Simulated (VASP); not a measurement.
# Cu in VASP: relaxation of the atoms with LDA

Aim: the relaxation of the atoms of Cu with LDA.

Program: VASP 6.6.1. These are calculated values, not measurements. Logs are shortened: lines on timing, memory, paths and dates and some standing lists are left out, and cuts for length are marked.

**1. The cell of the first run**

The cell holds a slab with vacuum, 3 atoms: a = 2.487 Å, b = 2.487 Å, c = 19.518 Å, α = 90.00°, β = 90.00°, γ = 90.00°.

**2. Relaxation of the atoms, LDA**

Contents of INCAR:

```
  PREC = Accurate
  ENCUT = 520
  EDIFF = 1E-6
  ISMEAR = -1
  SIGMA = 0.08
  LREAL = False
  LASPH = True
  NELM = 60
  ALGO = Normal
  ISIF = 2
  LWAVE = False
  LCHARG = False
  LDIPOL = True
  IDIPOL = 3
  DIPOL = 0.5 0.5 0.500
  IBRION = 2
  NSW = 32
  EDIFFG = -0.01
```

Contents of KPOINTS:

```
regular mesh
0
Gamma
  15 15 1
```

Contents of POSCAR:

```
Cu
1.0
    2.4874897871      0.0000000000      0.0000000000
    0.0000000000      2.4874897871      0.0000000000
    0.0000000000      0.0000000000     19.5178000000
Cu
3
Direct
    0.0000000000      0.0000000000      0.4122684683
    0.5000000000      0.5000000000      0.4999998093
    0.0000000000      0.0000000000      0.5877317224
```

Potentials or basis: VASP PAW LDA potentials, release 64 (Cu).

Launch:

```sh
cat potpaw_LDA.64/Cu/POTCAR > POTCAR
mpirun -np 1 vasp_std > vasp.out
```

OUTCAR:

```text
PREC = Accurate
   ENCUT = 520
   EDIFF = 1E-6
   ISMEAR = -1
   LREAL = False
   LASPH = True
   NELM = 60
   ISIF = 2
   IBRION = 2
   NSW = 32
   EDIFFG = -0.01

 ion  position               nearest neighbor table
   1  0.000  0.000  0.412-   2 2.45   2 2.45   2 2.45   2 2.45
   2  0.500  0.500  0.500-   1 2.45   1 2.45   1 2.45   1 2.45   3 2.45   3 2.45   3 2.45   3 2.45

   3  0.000  0.000  0.588-   2 2.45   2 2.45   2 2.45   2 2.45

  LATTYP: Found a simple tetragonal cell.
 ALAT       =     2.4874897871
 C/A-ratio  =     7.8463839736

  Lattice vectors:

 A1 = (   2.4874897871,   0.0000000000,   0.0000000000)
 A2 = (   0.0000000000,   2.4874897871,   0.0000000000)
 A3 = (   0.0000000000,   0.0000000000,  19.5178000000)

Analysis of symmetry for initial positions (statically):
=====================================================================
 Subroutine PRICEL returns:
 Original cell was already a primitive cell.

 Routine SETGRP: Setting up the symmetry group for a
 simple tetragonal supercell.

 Subroutine GETGRP returns: Found 16 space group operations
 (whereof 16 operations were pure point group operations)
 out of a pool of 16 trial point group operations.

The static configuration has the point symmetry D_4h.

Analysis of symmetry for dynamics (positions and initial velocities):
=====================================================================
 Subroutine PRICEL returns:
 Original cell was already a primitive cell.

 Routine SETGRP: Setting up the symmetry group for a
 simple tetragonal supercell.

 Subroutine GETGRP returns: Found 16 space group operations
 (whereof 16 operations were pure point group operations)
 out of a pool of 16 trial point group operations.

The dynamic configuration has the point symmetry D_4h.

 Subroutine INISYM returns: Found 16 space group operations
 (whereof 16 operations are pure point group operations),
 and found     1 'primitive' translations

----------------------------------------------------------------------------------------

                                     Primitive cell

  volume of cell :     120.7684

  direct lattice vectors                    reciprocal lattice vectors
     2.487489787  0.000000000  0.000000000     0.402011701  0.000000000  0.000000000
     0.000000000  2.487489787  0.000000000     0.000000000  0.402011701  0.000000000
     0.000000000  0.000000000 19.517800000     0.000000000  0.000000000  0.051235283

  length of vectors
     2.487489787  2.487489787 19.517800000     0.402011701  0.402011701  0.051235283

[... 100 lines left out ...]
   IMIX   =      4    mixing-type and parameters
     AMIX     =   0.40;   BMIX     =  1.00
     AMIX_MAG =   1.60;   BMIX_MAG =  1.00
  volume/ion in A,a.u.               =      40.26       271.66
  Fermi-wavevector in a.u.,A,eV,Ry     =   1.062335  2.007523 15.354943  1.128556
  Thomas-Fermi vector in A             =   2.197783
   LORBIT       =      0    0 simple, 1 ext, 2 COOP (PROOUT), +10 PAW based schemes
   GGA     = CA    functional components
   LHFCALC =     F    Hartree Fock is set to
   AEXX    =    0.0000 exact exchange contribution
   IVDW    =     0    specifies the selected vdW correction
   LEPSILON=     F    determine dielectric tensor
   LRPA    =     F    only Hartree local field effects (RPA)
 conjugate gradient relaxation of ions
 non-spin polarized calculation
  energy-cutoff  :      520.00
  volume of cell :      120.77
 maximum number of plane-waves:      3319
 NGX is ok and might be reduce to    20
   NGX =  9   NGY =  9   NGZ = 73

 dipolmoment           0.000000      0.000000     -0.000000 electrons x Angstroem

--------------------------------------- Ionic step        1  -------------------------------------------

 number of electron      33.0000039 magnetization

 Free energy of the ion-electron system (eV)
  ---------------------------------------------------
  ext. energy  EPLUGINS =         0.00000000
  ---------------------------------------------------
  free energy    TOTEN  =       -12.61072330 eV

  energy without entropy =      -12.59051684  energy(sigma->0) =      -12.60062007

------------------------ aborting loop because EDIFF is reached ----------------------------------------

  FORCE on cell =-STRESS in cart. coord.  units (eV):
  Direction    XX          YY          ZZ          XY          YZ          ZX
  --------------------------------------------------------------------------------------
  -------------------------------------------------------------------------------------
  Total       -1.4450058     -1.4450058      0.1437290      0.0000000      0.0000000      0.0000000
  in kB      -19.1702024    -19.1702024      1.9067844      0.0000000      0.0000000      0.0000000
  external PRESSURE =     -12.1445401 kB  Pullay stress =       0.0000000 kB
[... 61 lines left out ...]
--------------------------------------- Ionic step        3  -------------------------------------------

 number of electron      33.0000039 magnetization

 dipolmoment           0.000000      0.000000      0.000000 electrons x Angstroem

 Free energy of the ion-electron system (eV)
  ---------------------------------------------------
  ext. energy  EPLUGINS =         0.00000000
  ---------------------------------------------------
  free energy    TOTEN  =       -12.61112607 eV

  energy without entropy =      -12.59091916  energy(sigma->0) =      -12.60102262

 E-fermi :  -1.3346     XC(G=0):  -4.7189

 val. band max:       -1.3894841431   @ k =   0.4000   0.1333   0.0000
 cond. band min:      -1.2476352266   @ k =   0.4667   0.0667   0.0000
 fundamental gap:      0.1418489166
 Fermi energy:        -1.3346477117

 k-point     1 :       0.0000    0.0000    0.0000
  band No.  band energies     occupation
      1     -10.2713      2.00000
      2      -7.5645      2.00000
      3      -6.4363      2.00000
      4      -5.9057      2.00000
      5      -5.0054      2.00000
      6      -4.5736      2.00000
[... 541 lines left out ...]
     19       4.0173      0.00000
     20       4.3903      0.00000

 [... further k-points ...]

------------------------ aborting loop because EDIFF is reached ----------------------------------------

 vacuum level on the upper side and lower side of the slab       (xc-potential included)        -0.118        -0.118

  FORCE on cell =-STRESS in cart. coord.  units (eV):
  Direction    XX          YY          ZZ          XY          YZ          ZX
  --------------------------------------------------------------------------------------
  -------------------------------------------------------------------------------------
  Total       -1.5728667     -1.5728667     -0.0391170      0.0000000      0.0000000      0.0000000
  in kB      -20.8664719    -20.8664719     -0.5189460      0.0000000      0.0000000      0.0000000
  external PRESSURE =     -14.0839632 kB  Pullay stress =       0.0000000 kB
[... 18 lines left out ...]
  FREE ENERGIE OF THE ION-ELECTRON SYSTEM (eV)
  ---------------------------------------------------
  free  energy   TOTEN  =       -12.6111260683 eV

  energy  without entropy=      -12.5909191631  energy(sigma->0) =      -12.60102262

 reached required accuracy - stopping structural energy minimisation

 vacuum level on the upper side and lower side of the slab         3.530         3.530
```

OSZICAR:

```text
N       E                     dE             d eps       ncg     rms          rms(c)
DAV:   1     0.258261856226E+03    0.25826E+03   -0.14125E+04  1440   0.187E+03
DAV:   2     0.190308807647E+01   -0.25636E+03   -0.24729E+03  1440   0.369E+02
DAV:   3    -0.143595136644E+02   -0.16263E+02   -0.14920E+02  1640   0.146E+02
[... 30 lines left out ...]
DAV:   2    -0.126111859378E+02   -0.84040E-03   -0.87781E-03  2084   0.118E+00    0.509E-02
DAV:   3    -0.126111619703E+02    0.23968E-04   -0.10813E-04  1836   0.160E-01    0.395E-02
DAV:   4    -0.126111430482E+02    0.18922E-04   -0.16007E-05  2148   0.772E-02    0.296E-02
DAV:   5    -0.126111267529E+02    0.16295E-04   -0.61169E-05  2292   0.178E-01    0.857E-03
DAV:   6    -0.126111260683E+02    0.68459E-06   -0.49889E-06  1532   0.134E-01
   3 F= -.12611126E+02 E0= -.12601023E+02  d E =-.402766E-03
```

Wall time 3 min (1 thread of Intel Xeon Platinum 8259CL at 2.50GHz (Skylake/Cascade Lake), shared host); peak memory 0.24 GiB.

Results:

```
Free energy               : -12.6111 eV
Energy gained by relaxing : 0.1 meV/atom
Ionic steps               : 3
Band gap on the k mesh    : zero (an odd number of electrons rules out a gap without spin polarisation)
```

The path:
```
step  energy change (eV)  largest force (eV/Å)  pressure (GPa)
   1              0.0000                0.0473           -1.21
   2             -0.0002                0.0350           -1.25
   3             -0.0004                0.0011           -1.41
```

Final structure:
```
Cu
1.0
     2.48749    0.00000    0.00000
     0.00000    2.48749    0.00000
     0.00000    0.00000   19.51780
Cu
3
Direct
  0.00000 0.00000 0.41182
  0.50000 0.50000 0.50000
  0.00000 0.00000 0.58818
```

The gap in the log of VASP goes by the Fermi energy; the results here count the filled bands.